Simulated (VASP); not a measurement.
# Mo (Im-3m) in VASP: further runs

Runs on Mo. Level: PBE. Tasks: single point.

Everything below comes from runs of VASP 6.6.1. Logs are shortened: lines on timing, memory, paths and dates and some standing lists are left out, and cuts for length are marked.

## (1) The cell of the first run

It takes space group Im-3m (No. 229, cubic). Conventional cell: a = 3.192 Å, b = 3.192 Å, c = 3.192 Å, α = 90.00°, β = 90.00°, γ = 90.00°. Mo (site symmetry m-3m) has 14 Mo at 2.76 to 3.19 Å within 3.6 Å.

## (2) Single point, PBE (volume scaled by 1.03)

INCAR reads:

```
SYSTEM = Mo
PREC     = Accurate       ! precision mode
ENCUT    = 520            ! plane-wave cutoff, eV
EDIFF    = 1E-6           ! SCF threshold, eV
ISMEAR   = 0              ! smearing method
SIGMA    = 0.1            ! smearing width, eV
LREAL    = .False.        ! projectors in reciprocal space
LASPH    = .True.         ! aspherical terms in the spheres
NELM     = 100            ! most SCF steps
ALGO     = Normal         ! electronic algorithm
ISIF     = 2              ! what is computed and relaxed
LWAVE    = .False.        ! write WAVECAR
LCHARG   = .False.        ! write CHGCAR
GGA      = PE             ! functional
NBANDS   = 13             ! bands
```

KPOINTS reads:

```
Automatic mesh
0
Gamma
  18 18 18
  0 0 0
```

POSCAR reads:

```
Mo
1.0
   -1.5958674480      1.5958674480      1.5958674480
    1.5958674480     -1.5958674480      1.5958674480
    1.5958674480      1.5958674480     -1.5958674480
Mo
1
Direct
    0.0000000000      0.0000000000      0.0000000000
```

Potentials or basis: VASP PAW PBE potentials, release 64 (Mo_sv).

On the command line:

```sh
$ cat potpaw_PBE.64/Mo_sv/POTCAR > POTCAR
$ mpirun -np 1 vasp_std > vasp.out
```

OUTCAR:

```text
SYSTEM = Mo
   PREC = Accurate
   ENCUT = 520
   EDIFF = 1E-6
   ISMEAR = 0
   LREAL = .False.
   LASPH = .True.
   NELM = 100
   ISIF = 2
   GGA = PE

 ion  position               nearest neighbor table
   1  0.000  0.000  0.000-

  LATTYP: Found a body centered cubic cell.
 ALAT       =     3.1917348960

  Lattice vectors:

 A1 = (  -1.5958674480,   1.5958674480,   1.5958674480)
 A2 = (   1.5958674480,  -1.5958674480,   1.5958674480)
 A3 = (   1.5958674480,   1.5958674480,  -1.5958674480)

Analysis of symmetry for initial positions (statically):
=====================================================================
 Subroutine PRICEL returns:
 Original cell was already a primitive cell.

 Routine SETGRP: Setting up the symmetry group for a
 body centered cubic supercell.

 Subroutine GETGRP returns: Found 48 space group operations
[... 9 lines left out ...]

 Routine SETGRP: Setting up the symmetry group for a
 body centered cubic supercell.

 Subroutine GETGRP returns: Found 48 space group operations
[... 11 lines left out ...]
                                     Primitive cell

  volume of cell :      16.2574

  direct lattice vectors                    reciprocal lattice vectors
    -1.595867448  1.595867448  1.595867448     0.000000000  0.313309229  0.313309229
     1.595867448 -1.595867448  1.595867448     0.313309229  0.000000000  0.313309229
     1.595867448  1.595867448 -1.595867448     0.313309229  0.313309229  0.000000000

  length of vectors
     2.764123502  2.764123502  2.764123502     0.443086161  0.443086161  0.443086161

  position of ions in fractional coordinates (direct lattice)
     0.000000000  0.000000000  0.000000000

  ion indices of the primitive-cell ions
   primitive index   ion index
                 1           1

----------------------------------------------------------------------------------------

 KPOINTS: Automatic mesh

Automatic generation of k-mesh.
 Grid dimensions read from file:
 generate k-points for:   18   18   18

 Generating k-lattice:

  Cartesian coordinates                     Fractional coordinates (reciprocal lattice)
     0.000000000  0.017406068  0.017406068     0.055555556  0.000000000  0.000000000
     0.017406068  0.000000000  0.017406068     0.000000000  0.055555556  0.000000000
     0.017406068  0.017406068  0.000000000     0.000000000  0.000000000  0.055555556

  Length of vectors
     0.024615898  0.024615898  0.024615898

  Shift w.r.t. Gamma in fractional coordinates (k-lattice)
     0.000000000  0.000000000  0.000000000

 Subroutine IBZKPT returns following result:
 ===========================================

 Found    195 irreducible k-points:

 Following reciprocal coordinates:
            Coordinates               Weight
  0.000000  0.000000  0.000000      1.000000
  0.055556  0.000000  0.000000     12.000000
  0.111111  0.000000  0.000000     12.000000
  0.166667  0.000000  0.000000     12.000000
  0.222222  0.000000  0.000000     12.000000
  0.277778  0.000000  0.000000     12.000000
[... 16 lines left out ...]
  0.333333  0.111111 -0.000000     48.000000
  0.388889  0.111111  0.000000     48.000000
 [... further k-points ...]
   k-points           NKPTS =    195   k-points in BZ     NKDIM =    195   number of bands    NBANDS=     13
   number of dos      NEDOS =    301   number of ions     NIONS =      1
   total plane-waves  NPLWV =  13824
   dimension x,y,z NGX =    24 NGY =   24 NGZ =   24
   dimension x,y,z NGXF=    48 NGYF=   48 NGZF=   48
   ions per type =               1
   NGX,Y,Z   is equivalent  to a cutoff of  14.43, 14.43, 14.43 a.u.
   NGXF,Y,Z  is equivalent  to a cutoff of  28.87, 28.87, 28.87 a.u.
 SYSTEM =  Mo
   PREC   = accura    normal or accurate (medium, high low for compatibility)
   ISTART =      0    job   : 0-new  1-cont  2-samecut
   ICHARG =      2    charge: 1-file 2-atom 10-const
   ISPIN  =      1    spin polarized calculation?
   LNONCOLLINEAR =      F non collinear calculations
   LSORBIT =      F    spin-orbit coupling
   LASPH  =      T    aspherical Exc in radial PAW
   ENCUT  =  520.0 eV  38.22 Ry    6.18 a.u.   5.14  5.14  5.14*2*pi/ulx,y,z
   NELM   =    100;   NELMIN=  2; NELMDL= -5     # of ELM steps
   EDIFF  = 0.1E-05   stopping-criterion for ELM
   LREAL  =      F    real-space projection
   EDIFFG = 0.1E-04   stopping-criterion for IOM
   NSW    =      0    number of steps for IOM
   IBRION =     -1    ionic relax: 0-MD 1-quasi-New 2-CG
   NFREE  =      0    steps in history (QN), initial steepest desc. (CG)
   ISIF   =      2    stress and relaxation
   ISYM   =      2    0-nonsym 1-usesym 2-fastsym
   POTIM  = 0.5000    time-step for ionic-motion
   TEBEG  =    0.0;   TEEND  =   0.0 temperature during run
   PSTRESS=    0.0 pullay stress
   NELECT =      14.0000    total number of electrons
   NUPDOWN=      -1.0000    fix difference up-down
   EMIN   =  10.00;   EMAX   =-10.00  energy-range for DOS
   EFERMI =   0.00;   METHOD = LEGACY
   ISMEAR =     0;   SIGMA  =   0.10  broadening in eV -4-tet -1-fermi 0-gaus
   EFERMI_NEDOS =   21; number of points for ismear=-14 and -15
   IALGO  =     38    algorithm
   IMIX   =      4    mixing-type and parameters
     AMIX     =   0.40;   BMIX     =  1.00
     AMIX_MAG =   1.60;   BMIX_MAG =  1.00
  volume/ion in A,a.u.               =      16.26       109.71
  Fermi-wavevector in a.u.,A,eV,Ry     =   1.557521  2.943289 33.006006  2.425873
  Thomas-Fermi vector in A             =   2.661160
   LORBIT       =      0    0 simple, 1 ext, 2 COOP (PROOUT), +10 PAW based schemes
   GGA     = PE    functional components
   LHFCALC =     F    Hartree Fock is set to
   AEXX    =    0.0000 exact exchange contribution
   IVDW    =     0    specifies the selected vdW correction
   LEPSILON=     F    determine dielectric tensor
   LRPA    =     F    only Hartree local field effects (RPA)
 non-spin polarized calculation
 Gauss-broadening in eV      SIGMA  =   0.10
  energy-cutoff  :      520.00
  volume of cell :       16.26
 maximum number of plane-waves:       466
 NGX is ok and might be reduce to    24
   NGX = 11   NGY = 11   NGZ = 11

 number of electron      14.0000000 magnetization

 Free energy of the ion-electron system (eV)
  ---------------------------------------------------
  ext. energy  EPLUGINS =         0.00000000
  ---------------------------------------------------
  free energy    TOTEN  =       -10.92562621 eV

  energy without entropy =      -10.92262751  energy(sigma->0) =      -10.92412686

 E-fermi :  11.9824     XC(G=0): -13.1704

 val. band max:       11.9437368595   @ k =  -0.4444   0.5000   0.2778
 cond. band min:      11.9941981931   @ k =  -0.3889   0.4444   0.2778
 fundamental gap:      0.0504613336
 Fermi energy:        11.9824486571

 k-point     1 :       0.0000    0.0000    0.0000
  band No.  band energies     occupation
      1     -49.3083      2.00000
      2     -22.6595      2.00000
      3     -22.6595      2.00000
      4     -22.6595      2.00000
      5       4.8695      2.00000
      6      10.6803      2.00000
      7      10.6803      2.00000
      8      10.6803      2.00000
      9      13.5627      0.00000
     10      13.5627      0.00000
     11      26.7406      0.00000
     12      26.7406      0.00000
     13      26.7406      0.00000

 k-point     2 :       0.0556    0.0000    0.0000
  band No.  band energies     occupation
      1     -49.3017      2.00000
      2     -22.6992      2.00000
      3     -22.6719      2.00000
      4     -22.6598      2.00000
      5       5.0008      2.00000
      6      10.6074      2.00000
      7      10.6689      2.00000
      8      10.8019      2.00000
      9      13.4556      0.00000
     10      13.5648      0.00000
     11      26.8367      0.00000
     12      26.9606      0.00000
     13      26.9869      0.00000

 k-point     3 :       0.1111    0.0000    0.0000
  band No.  band energies     occupation
      1     -49.2824      2.00000
      2     -22.8126      2.00000
      3     -22.7073      2.00000
      4     -22.6605      2.00000
      5       5.3769      2.00000
      6      10.4047      2.00000
      7      10.6181      2.00000
      8      11.1618      2.00000
      9      13.2175      0.00000
     10      13.5758      0.00000
     11      27.0619      0.00000
     12      27.5906      0.00000
     13      27.6024      0.00000

 k-point     4 :       0.1667    0.0000    0.0000
  band No.  band energies     occupation
      1     -49.2528      2.00000
      2     -22.9837      2.00000
      3     -22.7612      2.00000
      4     -22.6616      2.00000
      5       5.9368      2.00000
      6      10.1122      2.00000
      7      10.5087      2.00000
      8      11.7445      1.99923
      9      13.0274      0.00000
     10      13.6070      0.00000
     11      27.2001      0.00000
     12      28.1471      0.00000
     13      28.6174      0.00000

 k-point     5 :       0.2222    0.0000    0.0000
  band No.  band energies     occupation
      1     -49.2162      2.00000
      2     -23.1894      2.00000
      3     -22.8266      2.00000
      4     -22.6630      2.00000
      5       6.5494      2.00000
      6       9.7788      2.00000
      7      10.4241      2.00000
      8      12.5222      0.00000
      9      13.0059      0.00000
     10      13.6696      0.00000
     11      26.9327      0.00000
     12      28.0732      0.00000
     13      29.9398      0.00000

 k-point     6 :       0.2778    0.0000    0.0000
  band No.  band energies     occupation
      1     -49.1770      2.00000
      2     -23.4035      2.00000
      3     -22.8954      2.00000
      4     -22.6646      2.00000
      5       6.9937      2.00000
      6       9.4499      2.00000
      7      10.6091      2.00000
      8      13.1413      0.00000
      9      13.4501      0.00000
     10      13.7681      0.00000
     11      26.2130      0.00000
     12      27.1724      0.00000
     13      31.4937      0.00000

 k-point     7 :       0.3333    0.0000    0.0000
  band No.  band energies     occupation
      1     -49.1400      2.00000
      2     -23.6007      2.00000
      3     -22.9594      2.00000
      4     -22.6661      2.00000
      5       7.1177      2.00000
      6       9.1611      2.00000
      7      11.2354      2.00000
      8      13.3551      0.00000
      9      13.8946      0.00000
     10      14.4560      0.00000
     11      25.3331      0.00000
     12      25.8363      0.00000
     13      32.2671      0.00000
[... 193 lines left out ...]
 k-point    20 :       0.1667    0.1111    0.0000
  band No.  band energies     occupation
      1     -49.2019      2.00000
      2     -23.2492      2.00000
      3     -22.8285      2.00000
      4     -22.7083      2.00000
      5       6.8699      2.00000
      6       9.8073      2.00000
      7      10.0337      2.00000
      8      12.7555      0.00000
      9      13.0588      0.00000
     10      13.8996      0.00000
     11      27.3946      0.00000
     12      27.8829      0.00000
     13      29.4797      0.00000

 k-point    21 :       0.2222    0.1111    0.0000
  band No.  band energies     occupation
      1     -49.1650      2.00000
      2     -23.4317      2.00000
      3     -22.9078      2.00000
      4     -22.7140      2.00000
      5       7.3397      2.00000
      6       9.4851      2.00000
      7      10.1258      2.00000
      8      12.8633      0.00000
      9      13.9512      0.00000
     10      14.1479      0.00000
     11      26.4331      0.00000
     12      27.2430      0.00000
     13      30.5837      0.00000

 k-point    22 :       0.2778    0.1111    0.0000
  band No.  band energies     occupation
      1     -49.1301      2.00000
      2     -23.5987      2.00000
      3     -22.9848      2.00000
      4     -22.7178      2.00000
      5       7.4771      2.00000
      6       9.2166      2.00000
      7      10.6127      2.00000
      8      13.0943      0.00000
      9      14.1314      0.00000
     10      15.1844      0.00000
     11      25.3463      0.00000
     12      26.1634      0.00000
     13      30.5402      0.00000

 k-point    23 :       0.3333    0.1111   -0.0000
  band No.  band energies     occupation
      1     -49.1015      2.00000
      2     -23.7322      2.00000
      3     -23.0482      2.00000
      4     -22.7204      2.00000
      5       7.3881      2.00000
      6       9.0188      2.00000
      7      11.3231      2.00000
      8      13.3428      0.00000
      9      14.2870      0.00000
     10      16.2421      0.00000
     11      24.1933      0.00000
     12      25.1693      0.00000
     13      29.3366      0.00000

 k-point    24 :       0.3889    0.1111    0.0000
  band No.  band energies     occupation
      1     -49.0828      2.00000
      2     -23.8182      2.00000
      3     -23.0897      2.00000
      4     -22.7220      2.00000
      5       7.2705      2.00000
      6       8.8973      2.00000
      7      11.9321      1.52381
      8      13.4558      0.00000
      9      14.5195      0.00000
     10      17.0755      0.00000
     11      23.1550      0.00000
     12      24.5826      0.00000
     13      28.4607      0.00000

 [... further k-points ...]

------------------------ aborting loop because EDIFF is reached ----------------------------------------

  FORCE on cell =-STRESS in cart. coord.  units (eV):
  Direction    XX          YY          ZZ          XY          YZ          ZX
  --------------------------------------------------------------------------------------
  -------------------------------------------------------------------------------------
  Total       -0.6845651     -0.6845651     -0.6845651      0.0000000      0.0000000      0.0000000
  in kB      -67.4644357    -67.4644357    -67.4644357      0.0000000      0.0000000      0.0000000
  external PRESSURE =     -67.4644357 kB  Pullay stress =       0.0000000 kB

 VOLUME and BASIS-vectors are now :
 -----------------------------------------------------------------------------
  energy-cutoff  :      520.00
  volume of cell :       16.26
      direct lattice vectors                 reciprocal lattice vectors
    -1.595867448  1.595867448  1.595867448     0.000000000  0.313309229  0.313309229
     1.595867448 -1.595867448  1.595867448     0.313309229  0.000000000  0.313309229
     1.595867448  1.595867448 -1.595867448     0.313309229  0.313309229  0.000000000

 POSITION                                       TOTAL-FORCE (eV/Angst)
 -----------------------------------------------------------------------------------
      0.00000      0.00000      0.00000        -0.000000     -0.000000     -0.000000
 -----------------------------------------------------------------------------------
    total drift:                                0.000000      0.000000     -0.000000

  FREE ENERGIE OF THE ION-ELECTRON SYSTEM (eV)
  ---------------------------------------------------
  free  energy   TOTEN  =       -10.9256262109 eV

  energy  without entropy=      -10.9226275104  energy(sigma->0) =      -10.92412686
```

Wall time 14 s (1 thread of Intel Xeon Platinum 8488C (Sapphire Rapids), shared host); peak memory 0.17 GiB.

Results:

| Item | Value |
| --- | --- |
| Free energy | -10.9256 eV |
| Pressure | -6.7 GPa |
| Band gap on the k mesh | zero (band 7 reaches 15.73 eV, above the bottom of band 8 at 10.68 eV) |

## (3) Single point, PBE (volume scaled by 1.06)

INCAR reads:

```
SYSTEM = Mo
ALGO = Fast
EDIFF = 1E-6
ENCUT = 520
GGA = PE
ISIF = 2
ISMEAR = 0
LASPH = .TRUE.
LCHARG = .TRUE.
LELF = .TRUE.
LREAL = .FALSE.
LVHAR = .TRUE.
LWAVE = .FALSE.
NBANDS = 13
NELM = 60
PREC = Accurate
SIGMA = 0.1
```

KPOINTS reads:

```
k-points
0
G
  18 18 18
  0 0 0
```

POSCAR reads:

```
Mo
1.0
   -1.6112132687      1.6112132687      1.6112132687
    1.6112132687     -1.6112132687      1.6112132687
    1.6112132687      1.6112132687     -1.6112132687
Mo
1
Direct
    0.0000000000      0.0000000000      0.0000000000
```

Potentials or basis: VASP PAW PBE potentials, release 64 (Mo_sv).

On the command line:

```sh
$ cat potpaw_PBE.64/Mo_sv/POTCAR > POTCAR
$ mpirun -np 1 vasp_std > vasp.out
```

Wall time 18 s (1 thread of Intel Xeon Platinum 8488C (Sapphire Rapids), shared host); peak memory 0.17 GiB.

It converged, with:

| Item | Value |
| --- | --- |
| Free energy | -10.8965 eV |
| Pressure | -12.9 GPa |
| Band gap on the k mesh | zero (band 7 reaches 15.13 eV, above the bottom of band 8 at 10.29 eV) |

Levels at points of the mesh, in eV from the Fermi level:
| k point | band 3 | band 4 | band 5 | band 6 | band 7 | band 8 | band 9 | band 10 | band 11 | band 12 |
| --- | --- | --- | --- | --- | --- | --- | --- | --- | --- | --- |
| (0.00, 0.00, 0.00) | -34.70 | -34.70 | -7.01 | -1.25 | -1.25 | -1.25 | 1.53 | 1.53 | 14.71 | 14.71 |
| (0.50, 0.00, 0.00) | -35.06 | -34.70 | -4.93 | -3.10 | 1.39 | 1.53 | 2.10 | 4.28 | 10.63 | 11.81 |
| (0.50, 0.50, 0.50) | -35.48 | -35.48 | -4.94 | -4.94 | 3.60 | 3.60 | 3.60 | 8.55 | 8.55 | 8.55 |

[end of part 1 of 2]
